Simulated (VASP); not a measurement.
# HfO2 (Fm-3m) in VASP: a series of runs, part 2 of 2

VASP 6.6.1.

## Step 4: Relaxation of cell and atoms, PBE+U

This run uses another cell than the first one, of 11.15 Å³/atom.

INCAR reads:

```
SYSTEM = HfO2
PREC     = Accurate       ! precision mode
ENCUT    = 600            ! plane-wave cutoff, eV
EDIFF    = 1E-7           ! SCF threshold, eV
ISMEAR   = -1             ! smearing method
SIGMA    = 0.05           ! smearing width, eV
LREAL    = .FALSE.        ! projectors in reciprocal space
LASPH    = .TRUE.         ! aspherical terms in the spheres
NELM     = 150            ! most SCF steps
ALGO     = Normal         ! electronic algorithm
ISIF     = 3              ! what is computed and relaxed
LWAVE    = .FALSE.        ! write WAVECAR
LCHARG   = .FALSE.        ! write CHGCAR
LMAXMIX  = 4              ! l up to which the mixer works
LDAU     = .TRUE.         ! DFT+U
LDAUTYPE = 2            
LDAUL    = 2 -1           ! shell
LDAUU    = 3 0            ! U, eV
LDAUJ    = 0 0          
LDAUPRINT= 1            
GGA      = PE             ! functional
IBRION   = 2              ! ionic algorithm
NSW      = 60             ! ionic steps
EDIFFG   = -0.01          ! ionic threshold
```

KPOINTS reads:

```
regular mesh
0
G
  9 9 9
  0 0 0
```

POSCAR reads:

```
HfO2
1.0
    0.0000000000      2.5575000000      2.5575000000
    2.5575000000      0.0000000000      2.5575000000
    2.5575000000      2.5575000000      0.0000000000
Hf O
1 2
Direct
    0.0000000000      0.0000000000      0.0000000000
    0.7500000000      0.7500000000      0.7500000000
    0.2500000000      0.2500000000      0.2500000000
```

Potentials or basis: VASP PAW PBE potentials, release 64 (Hf_pv, O).

Run with:

```sh
cat potpaw_PBE.64/Hf_pv/POTCAR potpaw_PBE.64/O/POTCAR > POTCAR
mpirun -np 1 vasp_std > vasp.out
```

OUTCAR:

```text
SYSTEM = HfO2
   PREC = Accurate
   ENCUT = 600
   EDIFF = 1E-7
   ISMEAR = -1
   LREAL = .FALSE.
   LASPH = .TRUE.
   NELM = 150
   ISIF = 3
   GGA = PE
   IBRION = 2
   NSW = 60
   EDIFFG = -0.01

 ion  position               nearest neighbor table
   1  0.000  0.000  0.000-   2 2.21   2 2.21   2 2.21   2 2.21   3 2.21   3 2.21   3 2.21   3 2.21

   2  0.750  0.750  0.750-   1 2.21   1 2.21   1 2.21   1 2.21
   3  0.250  0.250  0.250-   1 2.21   1 2.21   1 2.21   1 2.21

  LATTYP: Found a face centered cubic cell.
 ALAT       =     5.1150000000

  Lattice vectors:

 A1 = (   0.0000000000,   2.5575000000,   2.5575000000)
 A2 = (   2.5575000000,   0.0000000000,   2.5575000000)
 A3 = (   2.5575000000,   2.5575000000,   0.0000000000)

Analysis of symmetry for initial positions (statically):
=====================================================================
 Subroutine PRICEL returns:
 Original cell was already a primitive cell.

 Routine SETGRP: Setting up the symmetry group for a
 face centered cubic supercell.

 Subroutine GETGRP returns: Found 48 space group operations
 (whereof 48 operations were pure point group operations)
 out of a pool of 48 trial point group operations.

The static configuration has the point symmetry O_h .

Analysis of symmetry for dynamics (positions and initial velocities):
=====================================================================
 Subroutine PRICEL returns:
 Original cell was already a primitive cell.

 Routine SETGRP: Setting up the symmetry group for a
 face centered cubic supercell.

 Subroutine GETGRP returns: Found 48 space group operations
 (whereof 48 operations were pure point group operations)
 out of a pool of 48 trial point group operations.

The dynamic configuration has the point symmetry O_h .

 Subroutine INISYM returns: Found 48 space group operations
 (whereof 48 operations are pure point group operations),
 and found     1 'primitive' translations

----------------------------------------------------------------------------------------

                                     Primitive cell

  volume of cell :      33.4562

  direct lattice vectors                    reciprocal lattice vectors
     0.000000000  2.557500000  2.557500000    -0.195503421  0.195503421  0.195503421
     2.557500000  0.000000000  2.557500000     0.195503421 -0.195503421  0.195503421
     2.557500000  2.557500000  0.000000000     0.195503421  0.195503421 -0.195503421

  length of vectors
     3.616851186  3.616851186  3.616851186     0.338621859  0.338621859  0.338621859

  position of ions in fractional coordinates (direct lattice)
     0.000000000  0.000000000  0.000000000
     0.750000000  0.750000000  0.750000000
     0.250000000  0.250000000  0.250000000

  ion indices of the primitive-cell ions
   primitive index   ion index
                 1           1
                 2           2
[... 112 lines left out ...]
 maximum number of plane-waves:      1139
 NGX is ok and might be reduce to    30
   NGX = 15   NGY = 15   NGZ = 15

--------------------------------------- Ionic step        1  -------------------------------------------

 number of electron      21.9999993 magnetization

 Free energy of the ion-electron system (eV)
  ---------------------------------------------------
  ext. energy  EPLUGINS =         0.00000000
  ---------------------------------------------------
  free energy    TOTEN  =       -28.59093084 eV

  energy without entropy =      -28.59093084  energy(sigma->0) =      -28.59093084

------------------------ aborting loop because EDIFF is reached ----------------------------------------

  FORCE on cell =-STRESS in cart. coord.  units (eV):
  Direction    XX          YY          ZZ          XY          YZ          ZX
  --------------------------------------------------------------------------------------
  -------------------------------------------------------------------------------------
  Total        0.3486937      0.3486937      0.3486937      0.0000000     -0.0000000      0.0000000
  in kB       16.6985110     16.6985110     16.6985110      0.0000000     -0.0000000      0.0000000
  external PRESSURE =      16.6985110 kB  Pullay stress =       0.0000000 kB
[... 55 lines left out ...]
  FREE ENERGIE OF THE ION-ELECTRON SYSTEM (eV)
  ---------------------------------------------------
  free  energy   TOTEN  =       -28.5896507728 eV

  energy  without entropy=      -28.5896507728  energy(sigma->0) =      -28.58965077

atom =   1  type =  1  l = 2

 onsite density matrix

spin component  1

  0.1705  0.0000 -0.0000 -0.0000  0.0000
  0.0000  0.1705  0.0000  0.0000 -0.0000
 -0.0000  0.0000  0.0535  0.0000 -0.0000
 -0.0000  0.0000  0.0000  0.1705 -0.0000
  0.0000 -0.0000 -0.0000 -0.0000  0.0535

spin component  2

  0.1705  0.0000 -0.0000 -0.0000  0.0000
  0.0000  0.1705  0.0000  0.0000 -0.0000
 -0.0000  0.0000  0.0535  0.0000 -0.0000
 -0.0000  0.0000  0.0000  0.1705 -0.0000
  0.0000 -0.0000 -0.0000 -0.0000  0.0535

 occupancies and eigenvectors

  o =  0.0535  v =  0.0000  0.0000  0.0650  0.0000  0.9979  0.0000  0.0000  0.0000  0.0000  0.0000      0.0000  0.0000  0.0000  0.0000  0.0000  0.0000  0.0000  0.0000  0.0000  0.0000
  o =  0.0535  v =  0.0000  0.0000  0.0000  0.0000  0.0000  0.0000  0.0000  0.0650  0.0000  0.9979      0.0000  0.0000  0.0000  0.0000  0.0000  0.0000  0.0000  0.0000  0.0000  0.0000
  o =  0.0535  v = -0.0000  0.0000 -0.9979  0.0000  0.0650  0.0000  0.0000  0.0000  0.0000  0.0000      0.0000  0.0000  0.0000  0.0000  0.0000  0.0000  0.0000  0.0000  0.0000  0.0000
  o =  0.0535  v =  0.0000  0.0000  0.0000  0.0000  0.0000 -0.0000  0.0000 -0.9979  0.0000  0.0650      0.0000  0.0000  0.0000  0.0000  0.0000  0.0000  0.0000  0.0000  0.0000  0.0000
  o =  0.1705  v =  0.0000  0.0000  0.0000  0.0000  0.0000  0.0000 -1.0000 -0.0000 -0.0001  0.0000      0.0000  0.0000  0.0000  0.0000  0.0000  0.0000  0.0000  0.0000  0.0000  0.0000
  o =  0.1705  v =  0.0000 -1.0000 -0.0000 -0.0001  0.0000  0.0000  0.0000  0.0000  0.0000  0.0000      0.0000  0.0000  0.0000  0.0000  0.0000  0.0000  0.0000  0.0000  0.0000  0.0000
  o =  0.1705  v =  1.0000  0.0000 -0.0000 -0.0000  0.0000  0.0000  0.0000  0.0000  0.0000  0.0000      0.0000  0.0000  0.0000  0.0000  0.0000  0.0000  0.0000  0.0000  0.0000  0.0000
  o =  0.1705  v =  0.0000  0.0000  0.0000  0.0000  0.0000  1.0000  0.0000 -0.0000 -0.0000  0.0000      0.0000  0.0000  0.0000  0.0000  0.0000  0.0000  0.0000  0.0000  0.0000  0.0000
  o =  0.1705  v =  0.0000  0.0000  0.0000  0.0000  0.0000 -0.0000  0.0001 -0.0000 -1.0000  0.0000      0.0000  0.0000  0.0000  0.0000  0.0000  0.0000  0.0000  0.0000  0.0000  0.0000
  o =  0.1705  v = -0.0000  0.0001 -0.0000 -1.0000  0.0000  0.0000  0.0000  0.0000  0.0000  0.0000      0.0000  0.0000  0.0000  0.0000  0.0000  0.0000  0.0000  0.0000  0.0000  0.0000

--------------------------------------- Ionic step        3  -------------------------------------------

 number of electron      21.9999993 magnetization

 Free energy of the ion-electron system (eV)
  ---------------------------------------------------
  ext. energy  EPLUGINS =         0.00000000
  ---------------------------------------------------
  free energy    TOTEN  =       -28.59211719 eV

  energy without entropy =      -28.59211719  energy(sigma->0) =      -28.59211719

 E-fermi :   5.1925     XC(G=0): -11.6622

 val. band max:        4.1566317362   @ k =  -0.4444   0.4444   0.0000
 cond. band min:       8.3530558699   @ k =   0.4444   0.4444   0.0000
 fundamental gap:      4.1964241337
 Fermi energy:         5.1925080977

 k-point     1 :       0.0000    0.0000    0.0000
  band No.  band energies     occupation
      1     -26.1464      2.00000
      2     -26.1464      2.00000
      3     -26.1464      2.00000
      4     -14.3633      2.00000
      5     -11.4516      2.00000
      6      -0.7886      2.00000
      7      -0.7886      2.00000
      8      -0.7886      2.00000
      9       3.5992      2.00000
     10       3.5992      2.00000
     11       3.5992      2.00000
     12       8.7036      0.00000
     13       8.7036      0.00000
     14       9.6174      0.00000
[... 401 lines left out ...]
      2     -26.2455      2.00000
      3     -26.2455      2.00000
      4     -12.5662      2.00000
      5     -12.4481      2.00000
      6      -1.9103      2.00000
      7       0.6667      2.00000
      8       0.6667      2.00000
      9       2.9367      2.00000
     10       2.9367      2.00000
     11       3.9800      2.00000
     12       8.3531      0.00000
     13      10.2631      0.00000
     14      11.1542      0.00000
     15      12.4931      0.00000

 [... further k-points ...]
[... 5 lines left out ...]
  --------------------------------------------------------------------------------------
  -------------------------------------------------------------------------------------
  Total       -0.0133535     -0.0133535     -0.0133535      0.0000000      0.0000000      0.0000000
  in kB       -0.6351198     -0.6351198     -0.6351198      0.0000000      0.0000000      0.0000000
  external PRESSURE =      -0.6351198 kB  Pullay stress =       0.0000000 kB
[... 18 lines left out ...]
  FREE ENERGIE OF THE ION-ELECTRON SYSTEM (eV)
  ---------------------------------------------------
  free  energy   TOTEN  =       -28.5921171916 eV

  energy  without entropy=      -28.5921171916  energy(sigma->0) =      -28.59211719

 reached required accuracy - stopping structural energy minimisation
```

Run time: 30 s. Hardware: 1 thread of Intel Xeon 6975P-C (Granite Rapids), shared host; peak memory 0.18 GiB.

What came out:

```yaml
Free_energy: -28.5921 eV
Relaxed_volume: 11.23 Å³/atom
Relaxed_cell: a = 3.625 Å, b = 3.625 Å, c = 3.625 Å, α = 60.00°, β = 60.00°, γ = 60.00°
Space_group_after_relaxing_to_0.1_Å: Fm-3m (No. 225)
Energy_gained_by_relaxing: 0.4 meV/atom
Ionic_steps: 3
Pressure_after_relaxing: -0.1 GPa
Band_gap_on_the_k_mesh: 4.20 eV (least direct gap 4.31 eV)
```

The path:
| step | energy change (eV) | largest force (eV/Å) | pressure (GPa) | volume (Å³) |
| --- | --- | --- | --- | --- |
| 1 | 0.0000 | 0.0000 | 1.67 | 33.46 |
| 2 | 0.0013 | 0.0000 | -2.32 | 34.02 |
| 3 | -0.0012 | 0.0000 | -0.06 | 33.69 |

Final structure:
```
Hf O
1.0
     0.00000    2.56334    2.56334
     2.56334    0.00000    2.56334
     2.56334    2.56334    0.00000
Hf O
1 2
Direct
  0.00000 0.00000 0.00000
  0.75000 0.75000 0.75000
  0.25000 0.25000 0.25000
```

Eigenvalues of the final occupation matrices:
```tsv
site	spin	trace	eigenvalues
site 1 d	1	0.62	0.05 0.05 0.17 0.17 0.17
site 1 d	2	0.62	0.05 0.05 0.17 0.17 0.17
```

Caveat: spin-orbit coupling is left out, which moves the levels of the heavy elements; an odd mesh through Γ misses points on the zone boundary, where band edges can lie. Zero-point motion and thermal expansion aren't in these numbers.

## Step 5: The runs side by side

```csv
task,level,U,cell,smearing,gap on the mesh (eV),pressure (GPa)
single point,PBE,-,"a = 3.605 Å, angles 60.0°, 3 atoms",fermi-dirac 0.05 eV,3.87,-3.9
single point,"pbe exchange, lda correlation",-,"a = 3.358 Å, angles 60.0°, 3 atoms",gaussian 0.01 eV,4.53,92.5
relaxation of cell and atoms,PBE+U,Hf d U = 3.0 eV,"relaxed from a = 3.617 Å, angles 60.0°, 3 atoms",fermi-dirac 0.05 eV,4.20,-0.1
```

Alike in all rows: potentials or basis VASP PAW PBE potentials, release 64 (Hf_pv, O); no spin polarisation; k mesh 9 × 9 × 9; cutoff (eV) 600.

Caveats: spin-orbit coupling is left out, which moves the levels of the heavy elements; an odd mesh through Γ misses points on the zone boundary, where band edges can lie; the cell stands under tension (at least some runs); the cell stands under pressure (at least some runs); the PAW data sets were made with another functional, which shifts forces and pressure a little (at least some runs).

Absolute energies hang on the potentials; compare differences alone.
